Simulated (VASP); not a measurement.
Input of a VASP 6.6.1 run:

Contents of INCAR:

```
SYSTEM = Si12O23
ALGO = Normal
EDIFF = 1E-6
ENCUT = 520
GGA = PE
GGA_COMPAT = .FALSE.
ISIF = 2
ISMEAR = -1
IVDW = 12
LASPH = .TRUE.
LCHARG = .FALSE.
LREAL = Auto
LWAVE = .FALSE.
NBANDS = 116
NELM = 120
PREC = Accurate
SIGMA = 0.02
```

KPOINTS

```
k-points
0
G
  2 2 2
  0 0 0
```

The input POSCAR:

```
Si12O23
1.0
   -2.4984000000      4.3273560000      5.4576000000
    4.9968000000      0.0000000000      5.4576000000
    4.9968000000      8.6547110000      0.0000000000
Si O
12 23
Direct
    0.7151589335      0.2683810840      0.1384717177
    0.1507945195      0.0912045277      0.1717155467
    0.5679951966      0.0831472469      0.9645941474
    0.7260934143      0.2724130720      0.6366801049
    0.1634028648      0.1607927523      0.6655050218
    0.5834856412      0.0801762248      0.4681486083
    0.2408768323      0.7873207271      0.3572191139
    0.6725952911      0.6822260589      0.4000055844
    0.1061737055      0.5567096132      0.2195648796
    0.2615498097      0.7535615946      0.8702372456
    0.6823429093      0.6781800312      0.9030052323
    0.1078995809      0.5863251699      0.6921180963
    0.9541886358      0.1895351622      0.1060185697
    0.3344650560      0.0794494852      0.0204557533
    0.1809709936      0.6509542116      0.0461933489
    0.1598474892      1.2247701083      0.2685161883
    0.6321298942      0.1325734553      0.0857835588
    0.9625672999      0.2186900294      0.6143817650
    0.3515162870      0.0778977412      0.5418319441
    0.1289991000      0.7534790955      0.5340263783
    0.1471321731      0.9842710078      0.8199018671
    0.1987133151      0.3596359593      0.6794805446
    0.6748301052      0.1179258682      0.5799660896
    0.4790816557      0.7542597398      0.3361234272
    0.8696724122      0.6187765397      0.2719762530
    0.6140967441      0.2500554474      0.3134014261
    0.6531257609      0.4978559893      0.5449382792
    0.7040249163      0.8644474891      0.4394888003
    0.2190460402      0.5930032122      0.3170595533
    0.4947185326      0.7415164425      0.8341095144
    0.8762347247      0.6089105773      0.7790186647
    0.6111730621      0.2519984785      0.8098878845
    0.6546830634      0.4996041691      0.0524119543
    0.7010399288      0.8669238282      0.9423273242
    0.2313486734      0.6206093301      0.7842044558
```

Potentials or basis: VASP PAW PBE potentials, release 64 (Si, O).

Run with:

```console
$ cat potpaw_PBE.64/Si/POTCAR potpaw_PBE.64/O/POTCAR > POTCAR
$ mpirun -np 1 vasp_std > vasp.out
```

(1) Estimate the band gap on the k mesh.

(2) Estimate the largest force.

Results:

(1) 4.23 eV.

(2) 3.322 eV/Å.

Caveat: the k points lie up to 0.46 Å⁻¹ apart.
